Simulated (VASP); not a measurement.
A run of VASP 6.6.1 is set up as follows.

Contents of POSCAR:

```
Si
1.0
    3.8319083607      0.0000000000      0.0000000000
   -1.9159541804      3.3185299854      0.0000000000
    0.0000000000      0.0000000000     22.1420418938
Si
6
Direct
    0.6666666667      0.3333333333      0.3387221484
    0.3333333333      0.6666666667      0.3748625361
    0.3333333333      0.6666666667      0.4819298062
    0.6666666667      0.3333333333      0.5180701938
    0.6666666667      0.3333333333      0.6251374639
    0.3333333333      0.6666666667      0.6612778516
```

Contents of INCAR.step1:

```
ALGO = Normal ; DIPOL = 0.5 0.5 0.500
EDIFF = 1E-5 ; EDIFFG = -0.01
ENCUT = 500 ; GGA = PE
GGA_COMPAT = F ; IBRION = 2
IDIPOL = 3 ; ISMEAR = 0
LASPH = T ; LCHARG = F
LDIPOL = T ; LREAL = F
LWAVE = T ; NELM = 120
NELMDL = -8 ; NELMIN = 4
NSW = 100 ; PREC = Accurate
SIGMA = 0.05
```

Contents of INCAR.step2:

```
ALGO = Normal ; DIPOL = 0.5 0.5 0.500
EDIFF = 1E-7 ; EDIFFG = -0.02
ENCUT = 500 ; GGA_COMPAT = F
IBRION = 2 ; IDIPOL = 3
ISIF = 2 ; ISMEAR = 0
ISTART = 1 ; LASPH = T
LCHARG = F ; LDIPOL = T
LMIXTAU = T ; LREAL = F
LWAVE = F ; METAGGA = R2SCAN
NELM = 120 ; NELMIN = 4
NSW = 80 ; PREC = Accurate
SIGMA = 0.05
```

KPOINTS

```
k-points
0
Gamma
  9 9 1
```

Potentials or basis: VASP PAW PBE potentials, release 64 (Si).

The run is started by

```sh
$ cat potpaw_PBE.64/Si/POTCAR > POTCAR
$ cp INCAR.step1 INCAR
$ mpirun -np 1 vasp_std > vasp.out
$ cp INCAR.step2 INCAR
$ mpirun -np 1 vasp_std > vasp.out
```

(1) What does it give for the band gap on the k mesh?

(2) Predict the energy gained by relaxing.

Results:

(1) zero (bands 12 and 13 overlap by 0.16 eV).

(2) 16.7 meV/atom.
